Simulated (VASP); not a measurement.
Runs of VASP 6.6.1 on KBr. The structure is that of space group Pm-3m (No. 221), or close to it. The cells are those of the table. 

```csv
task,level,potentials or basis,cell,k mesh,cutoff (eV),smearing,GW scheme,GW iterations,cutoff of the response function,frequency points,empty bands,gap on the mesh (eV),pressure (GPa)
single point,PBE,"VASP PAW PBE potentials, release 64 (K_sv, Br)","a = 4.053, b = 3.976, c = 3.976 Å, 2 atoms",6 × 6 × 6,520,fermi-dirac 0.02 eV,-,-,-,-,-,3.93,0.5
single point,PBE,"VASP PAW PBE potentials, release 64 (K_sv, Br)","a = 3.976, b = 3.828 Å, 2 atoms",4 × 4 × 4,520,gaussian 0.01 eV,-,-,-,-,-,3.99,1.7
single point,PBE,"VASP PAW PBE potentials, release 64 (K_sv, Br)","a = 3.777 Å, 2 atoms",6 × 6 × 6,520,fermi-dirac 0.02 eV,-,-,-,-,-,4.61,5.2
single point,r2SCAN,"VASP PAW PBE potentials, release 64 (K_sv, Br)","a = 3.976 Å, 2 atoms",6 × 6 × 6,520,gaussian 0.01 eV,-,-,-,-,-,4.77,(b)
single point,PBE,"VASP PAW PBE potentials, release 64 (K_sv, Br)","a = 3.976, b = 3.976, c = 4.056 Å, 2 atoms",4 × 4 × 4,520,gaussian 0.01 eV,-,-,-,-,-,3.92,0.5
single point,PBE,"VASP PAW PBE potentials, release 64 (K_sv, Br)","a = 3.976 Å, 2 atoms",4 × 4 × 4,520,gaussian 0.01 eV,-,-,-,-,-,4.02,0.9
single point,PBE,"VASP PAW PBE potentials, release 64 (K_sv, Br)","a = 4.053, b = 3.976, c = 3.976 Å, 2 atoms",4 × 4 × 4,520,gaussian 0.01 eV,-,-,-,-,-,3.92,0.6
single point,PBE,"VASP PAW PBE potentials, release 64 (K_sv, Br)","a = 3.976 Å, 2 atoms",6 × 6 × 6,520,fermi-dirac 0.02 eV,-,-,-,-,-,4.02,0.9
single point,PBE,"VASP PAW PBE potentials, release 64 (K_sv, Br)","a = 3.777 Å, 2 atoms",4 × 4 × 4,520,gaussian 0.01 eV,-,-,-,-,-,4.61,5.3
single point,r2SCAN,"VASP PAW PBE potentials, release 64 (K_sv, Br)","a = 3.777 Å, 2 atoms",6 × 6 × 6,520,gaussian 0.01 eV,-,-,-,-,-,(a),4.3
single point,PBE,"VASP PAW PBE potentials, release 64 (K_sv, Br)","a = 3.976, b = 3.976, c = 4.056 Å, 2 atoms",6 × 6 × 6,520,fermi-dirac 0.02 eV,-,-,-,-,-,3.92,0.5
```

Alike in all rows: no spin polarisation.

Problem. Estimate the missing entries.

Solution. (a) 5.42; (b) 0.0.

Caveats: the PAW data sets were made with another functional, which shifts forces and pressure a little (some runs).

A k mesh can miss the band edges, and the runs leave out spin-orbit coupling on Br.
